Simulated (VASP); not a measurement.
# CdO (Fm-3m) in VASP: single point with PBE

Aim: the single point of CdO with PBE.

All numbers are computed with VASP 6.6.1; they aren't measurements. Logs are shortened: lines on timing, memory, paths and dates and some standing lists are left out, and cuts for length are marked.

## 1. The cell of the first run

Symmetry: Fm-3m, No. 225, cubic system. Conventional cell: a = 4.706 Å, b = 4.706 Å, c = 4.706 Å, α = 90.00°, β = 90.00°, γ = 90.00°. Cd (site symmetry m-3m) has 6 O at 2.35 Å within 3.1 Å. O (site symmetry m-3m) has 6 Cd at 2.35 Å within 3.1 Å.

## 2. Single point, PBE

The input, INCAR:

```
SYSTEM = CdO
ALGO = Normal ; EDIFF = 1E-6
ENCUT = 600 ; GGA = PE
GGA_COMPAT = .FALSE. ; ISIF = 2
ISMEAR = -1 ; LASPH = .TRUE.
LCHARG = .TRUE. ; LELF = .TRUE.
LREAL = .FALSE. ; LVHAR = .TRUE.
LWAVE = .FALSE. ; NBANDS = 16
NELM = 120 ; PREC = Accurate
SIGMA = 0.02
```

The input, KPOINTS:

```
k-points
0
G
  8 8 8
  0 0 0
```

The input, POSCAR:

```
CdO
1.0
    0.0000000000      2.3530013823      2.3530013823
    2.3530013823      0.0000000000      2.3530013823
    2.3530013823      2.3530013823      0.0000000000
Cd O
1 1
Direct
    0.0000000000      0.0000000000      0.0000000000
    0.5000000000      0.5000000000      0.5000000000
```

Potentials or basis: VASP PAW PBE potentials, release 64 (Cd, O).

On the command line:

```bash
$ cat potpaw_PBE.64/Cd/POTCAR potpaw_PBE.64/O/POTCAR > POTCAR
$ mpirun -np 1 vasp_std > vasp.out
```

OUTCAR:

```text
SYSTEM = CdO
   EDIFF = 1E-6
   ENCUT = 600
   GGA = PE
   ISIF = 2
   ISMEAR = -1
   LASPH = .TRUE.
   LREAL = .FALSE.
   NELM = 120
   PREC = Accurate

 ion  position               nearest neighbor table
   1  0.000  0.000  0.000-   2 2.35   2 2.35   2 2.35   2 2.35   2 2.35   2 2.35
   2  0.500  0.500  0.500-   1 2.35   1 2.35   1 2.35   1 2.35   1 2.35   1 2.35

  LATTYP: Found a face centered cubic cell.
 ALAT       =     4.7060027646

  Lattice vectors:

 A1 = (   0.0000000000,   2.3530013823,   2.3530013823)
 A2 = (   2.3530013823,   0.0000000000,   2.3530013823)
 A3 = (   2.3530013823,   2.3530013823,   0.0000000000)

Analysis of symmetry for initial positions (statically):
=====================================================================
 Subroutine PRICEL returns:
 Original cell was already a primitive cell.

 Routine SETGRP: Setting up the symmetry group for a
 face centered cubic supercell.

 Subroutine GETGRP returns: Found 48 space group operations
 (whereof 48 operations were pure point group operations)
 out of a pool of 48 trial point group operations.

The static configuration has the point symmetry O_h .

Analysis of symmetry for dynamics (positions and initial velocities):
=====================================================================
 Subroutine PRICEL returns:
 Original cell was already a primitive cell.

 Routine SETGRP: Setting up the symmetry group for a
 face centered cubic supercell.

 Subroutine GETGRP returns: Found 48 space group operations
 (whereof 48 operations were pure point group operations)
 out of a pool of 48 trial point group operations.

The dynamic configuration has the point symmetry O_h .

 Subroutine INISYM returns: Found 48 space group operations
 (whereof 48 operations are pure point group operations),
 and found     1 'primitive' translations

----------------------------------------------------------------------------------------

                                     Primitive cell

  volume of cell :      26.0553

  direct lattice vectors                    reciprocal lattice vectors
     0.000000000  2.353001382  2.353001382    -0.212494563  0.212494563  0.212494563
     2.353001382  0.000000000  2.353001382     0.212494563 -0.212494563  0.212494563
     2.353001382  2.353001382  0.000000000     0.212494563  0.212494563 -0.212494563

  length of vectors
     3.327646467  3.327646467  3.327646467     0.368051379  0.368051379  0.368051379

[... 79 lines left out ...]
   NELM   =    120;   NELMIN=  2; NELMDL= -5     # of ELM steps
   EDIFF  = 0.1E-05   stopping-criterion for ELM
   LREAL  =      F    real-space projection
   EDIFFG = 0.1E-04   stopping-criterion for IOM
   NSW    =      0    number of steps for IOM
   IBRION =     -1    ionic relax: 0-MD 1-quasi-New 2-CG
   NFREE  =      0    steps in history (QN), initial steepest desc. (CG)
   ISIF   =      2    stress and relaxation
   ISYM   =      2    0-nonsym 1-usesym 2-fastsym
   POTIM  = 0.5000    time-step for ionic-motion
   TEBEG  =    0.0;   TEEND  =   0.0 temperature during run
   PSTRESS=    0.0 pullay stress
   NELECT =      18.0000    total number of electrons
   NUPDOWN=      -1.0000    fix difference up-down
   EMIN   =  10.00;   EMAX   =-10.00  energy-range for DOS
   EFERMI =   0.00;   METHOD = LEGACY
   ISMEAR =    -1;   SIGMA  =   0.02  broadening in eV -4-tet -1-fermi 0-gaus
   EFERMI_NEDOS =   21; number of points for ismear=-14 and -15
   IALGO  =     38    algorithm
   IMIX   =      4    mixing-type and parameters
     AMIX     =   0.40;   BMIX     =  1.00
     AMIX_MAG =   1.60;   BMIX_MAG =  1.00
  volume/ion in A,a.u.               =      13.03        87.92
  Fermi-wavevector in a.u.,A,eV,Ry     =   1.447216  2.734843 28.496524  2.094435
  Thomas-Fermi vector in A             =   2.565196
   LORBIT       =      0    0 simple, 1 ext, 2 COOP (PROOUT), +10 PAW based schemes
   GGA     = PE    functional components
   LHFCALC =     F    Hartree Fock is set to
   AEXX    =    0.0000 exact exchange contribution
   IVDW    =     0    specifies the selected vdW correction
   LEPSILON=     F    determine dielectric tensor
   LRPA    =     F    only Hartree local field effects (RPA)
 non-spin polarized calculation
  energy-cutoff  :      600.00
  volume of cell :       26.06
 maximum number of plane-waves:       893
   NGX = 13   NGY = 13   NGZ = 13

 number of electron      18.0000002 magnetization

 Free energy of the ion-electron system (eV)
  ---------------------------------------------------
  ext. energy  EPLUGINS =         0.00000000
  ---------------------------------------------------
  free energy    TOTEN  =        -7.70408323 eV

  energy without entropy =       -7.70379066  energy(sigma->0) =       -7.70393695

 E-fermi :   2.0375     XC(G=0): -11.6738

 val. band max:        1.9940107570   @ k =   0.5000   0.0000   0.0000
 cond. band min:       2.9347073286   @ k =   0.1250   0.0000   0.0000
 fundamental gap:      0.9406965716
 Fermi energy:         2.0375311019

 k-point     1 :       0.0000    0.0000    0.0000
  band No.  band energies     occupation
      1     -15.3403      2.00000
      2      -4.7019      2.00000
      3      -4.7019      2.00000
      4      -4.7019      2.00000
      5      -4.3987      2.00000
      6      -4.3987      2.00000
[... 433 lines left out ...]
      3      -4.9983      2.00000
      4      -4.9951      2.00000
      5      -4.1537      2.00000
      6      -4.1476      2.00000
[... 8 lines left out ...]
     15      21.4838      0.00000
     16      24.9706      0.00000

 [... further k-points ...]

------------------------ aborting loop because EDIFF is reached ----------------------------------------

  FORCE on cell =-STRESS in cart. coord.  units (eV):
  Direction    XX          YY          ZZ          XY          YZ          ZX
  --------------------------------------------------------------------------------------
  -------------------------------------------------------------------------------------
  Total        1.0818233      1.0818233      1.0818233     -0.0000000     -0.0000000      0.0000000
  in kB       66.5227746     66.5227746     66.5227746     -0.0000000     -0.0000000      0.0000000
  external PRESSURE =      66.5227746 kB  Pullay stress =       0.0000000 kB

 VOLUME and BASIS-vectors are now :
 -----------------------------------------------------------------------------
  energy-cutoff  :      600.00
  volume of cell :       26.06
      direct lattice vectors                 reciprocal lattice vectors
     0.000000000  2.353001382  2.353001382    -0.212494563  0.212494563  0.212494563
     2.353001382  0.000000000  2.353001382     0.212494563 -0.212494563  0.212494563
     2.353001382  2.353001382  0.000000000     0.212494563  0.212494563 -0.212494563

 POSITION                                       TOTAL-FORCE (eV/Angst)
 -----------------------------------------------------------------------------------
      0.00000      0.00000      0.00000        -0.000000      0.000000     -0.000000
      2.35300      2.35300      2.35300         0.000000     -0.000000      0.000000
 -----------------------------------------------------------------------------------
    total drift:                                0.000000      0.000000      0.000000

  FREE ENERGIE OF THE ION-ELECTRON SYSTEM (eV)
  ---------------------------------------------------
  free  energy   TOTEN  =        -7.7040832327 eV

  energy  without entropy=       -7.7037906574  energy(sigma->0) =       -7.70393695
```

OSZICAR:

```text
N       E                     dE             d eps       ncg     rms          rms(c)
DAV:   1     0.123393360222E+03    0.12339E+03   -0.11470E+04   968   0.129E+03
DAV:   2    -0.595466643234E+01   -0.12935E+03   -0.11791E+03  1088   0.303E+02
DAV:   3    -0.950714913422E+01   -0.35525E+01   -0.35472E+01  1136   0.554E+01
DAV:   4    -0.951558101921E+01   -0.84319E-02   -0.84318E-02  1176   0.265E+00
DAV:   5    -0.951560534907E+01   -0.24330E-04   -0.24330E-04  1120   0.128E-01    0.105E+01
DAV:   6    -0.776249432471E+01    0.17531E+01   -0.48734E+00  1224   0.377E+01    0.924E+00
DAV:   7    -0.772385524662E+01    0.38639E-01   -0.70400E-01   968   0.799E+00    0.469E+00
DAV:   8    -0.770741484815E+01    0.16440E-01   -0.97093E-02   976   0.276E+00    0.731E-01
DAV:   9    -0.770396286538E+01    0.34520E-02   -0.78883E-03  1112   0.926E-01    0.111E-01
DAV:  10    -0.770405184521E+01   -0.88980E-04   -0.81355E-04  1016   0.305E-01    0.399E-02
DAV:  11    -0.770408779019E+01   -0.35945E-04   -0.61923E-05  1136   0.790E-02    0.213E-02
DAV:  12    -0.770408336994E+01    0.44202E-05   -0.11807E-05  1016   0.348E-02    0.671E-03
DAV:  13    -0.770408323266E+01    0.13729E-06   -0.64649E-07   680   0.870E-03
   1 F= -.77040832E+01 E0= -.77039369E+01  d E =-.292575E-03
```

stdout:

```text
POSCAR found type information on POSCAR CdO
 POSCAR found :  2 types and       2 ions
 scaLAPACK will be used
 LDA part: xc-table for (Slater+PW92), standard interpolation
 POSCAR, INCAR and KPOINTS ok, starting setup
 FFT: planning ... GRIDC
 FFT: planning ... GRID_SOFT
 FFT: planning ... GRID
 WAVECAR not read
 entering main loop
```

Run time: 31 s. Hardware: 1 thread of Intel Xeon 8259CL, shared host; peak memory 0.16 GiB.

Results:

| Property | Result |
| --- | --- |
| Free energy | -7.7041 eV |
| Pressure | 6.7 GPa |
| Band gap on the k mesh | zero (band 9 reaches 1.99 eV, above the bottom of band 10 at 1.56 eV) |
